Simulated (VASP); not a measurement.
Crystal: AlO6.

```
Al O
1.0
     2.40000    1.38564    3.42333
    -2.40000    1.38564    3.42333
     0.00000   -2.77128    3.42333
Al O
1 6
Direct
  0.00000 0.00000 0.00000
  0.08140 0.52430 0.08140
  0.91860 0.47570 0.91860
  0.52430 0.08140 0.08140
  0.47570 0.91860 0.91860
  0.08140 0.08140 0.52430
  0.91860 0.91860 0.47570
```

| Property | Result |
| --- | --- |
| Program | VASP 6.6.1 |
| Task | relaxation of cell and atoms |
| Functional | PBE |
| Potentials or basis | VASP PAW PBE potentials, release 64 (Al, O) |
| Cutoff | 600 eV |
| k mesh | 4 × 4 × 4 |
| Occupations | gaussian, width 0.2 eV |
| Spin | no spin polarisation |

At the start: pressure 22.3 GPa; volume 9.76 Å³/atom.

Task: Where does the relaxation end?

Result: Over 14 steps the energy falls by 216.0 meV/atom and the volume is 12.19 Å³/atom (+24.9 %); space group R-3m (No. 166, to 0.05 Å).

Step by step:
| step | energy change (eV) | largest force (eV/Å) | pressure (GPa) | volume (Å³) |
| --- | --- | --- | --- | --- |
| 1 | 0.0000 | 2.3932 | 22.32 | 68.31 |
| 2 | -0.5694 | 3.6609 | -7.29 | 82.65 |
| 3 | -0.9695 | 2.3125 | 1.19 | 76.43 |
| 4 | -0.7396 | 5.6687 | 10.20 | 85.81 |
| 5 | -1.4216 | 0.5135 | 3.21 | 80.73 |
| 6 | -1.4684 | 0.2416 | -1.28 | 84.20 |
| 7 | -1.4685 | 0.2231 | -1.16 | 84.09 |
| 8 | -1.4835 | 0.6097 | -0.71 | 86.18 |
| 9 | -1.4878 | 0.3415 | -0.89 | 85.51 |
| 10 | -1.5039 | 0.0126 | -1.43 | 85.97 |
| 11 | -1.5057 | 0.1290 | -1.65 | 86.17 |
| 12 | -1.5045 | 0.4004 | 0.67 | 85.45 |
| 13 | -1.5101 | 0.1137 | -0.58 | 85.83 |
| 14 | -1.5117 | 0.0720 | -0.29 | 85.33 |

Final structure:
```
Al O
1.0
     2.67950    1.54701    3.43096
    -2.67950    1.54701    3.43096
     0.00000   -3.09402    3.43096
Al O
1 6
Direct
  0.00000 0.00000 0.00000
  0.06946 0.55521 0.06946
  0.93054 0.44479 0.93054
  0.55521 0.06946 0.06946
  0.44479 0.93054 0.93054
  0.06946 0.06946 0.55521
  0.93054 0.93054 0.44479
```

Caveat: the k points lie up to 0.37 Å⁻¹ apart in the final cell; the volume moved by over 15 % at a fixed basis, so the end points are rough; an odd number of electrons without spin polarisation forces a metal; a magnetic or distorted state may lie lower; the relaxation stopped at a loose force limit of 0.08 eV/Å, so its end isn't a converged minimum.
